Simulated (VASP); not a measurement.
Input of a VASP 6.6.1 run:

File INCAR:

```
SYSTEM = SnO
PREC = Accurate
ENCUT = 520
EDIFF = 1E-6
ISMEAR = 0
SIGMA = 0.05
LREAL = .FALSE.
LASPH = .TRUE.
NELM = 80
ALGO = Normal
ISIF = 2
LWAVE = .FALSE.
LCHARG = .FALSE.
LDIPOL = .TRUE.
IDIPOL = 3
DIPOL = 0.5 0.5 0.408
GGA = PE
IVDW = 12
NBANDS = 50
```

Contents of KPOINTS:

```
Automatic mesh
0
G
  7 7 1
  0 0 0
```

The input POSCAR:

```
SnO
1.0
    3.8201630995      0.0000000000      0.0000000000
    0.0000000000      3.8201630995      0.0000000000
    0.0000000000      0.0000000000     22.2260821294
Sn O
4 4
Direct
    0.7500000000      0.2500000000      0.2024648327
    0.2500000000      0.7500000000      0.3087832136
    0.2500000000      1.1250000000      0.5067488278
   -0.2500000000      1.6250000000      0.6130672086
    0.2500000000      0.2500000000      0.2556240231
    0.7500000000      0.7500000000      0.2556240231
   -0.2500000000      1.1250000000      0.5599080182
    0.2500000000      1.6250000000      0.5599080182
```

Potentials or basis: VASP PAW PBE potentials, release 64 (Sn_d, O).

Command:

```sh
$ cat potpaw_PBE.64/Sn_d/POTCAR potpaw_PBE.64/O/POTCAR > POTCAR
$ mpirun -np 1 vasp_std > vasp.out
```

Task: Estimate the band gap on the k mesh.

Result: 2.58 eV (least direct gap 2.61 eV).

Task: Estimate the dispersion energy per atom.

Result: -0.153 eV.

Task: Predict the largest force.

Result: 0.139 eV/Å.

Forces in eV/Å, atoms in the order of the input:
```
Sn   0.000 -0.002 -0.084
Sn   0.000 -0.011  0.138
Sn   0.000  0.011 -0.138
Sn   0.000  0.002  0.084
O    0.000 -0.011  0.005
O    0.000  0.004  0.005
O    0.000 -0.004 -0.005
O    0.000  0.011 -0.005
```

Caveat: the cell differs from its parent crystal (layers slid over each other); spin-orbit coupling is left out, which moves the levels of the heavy elements.
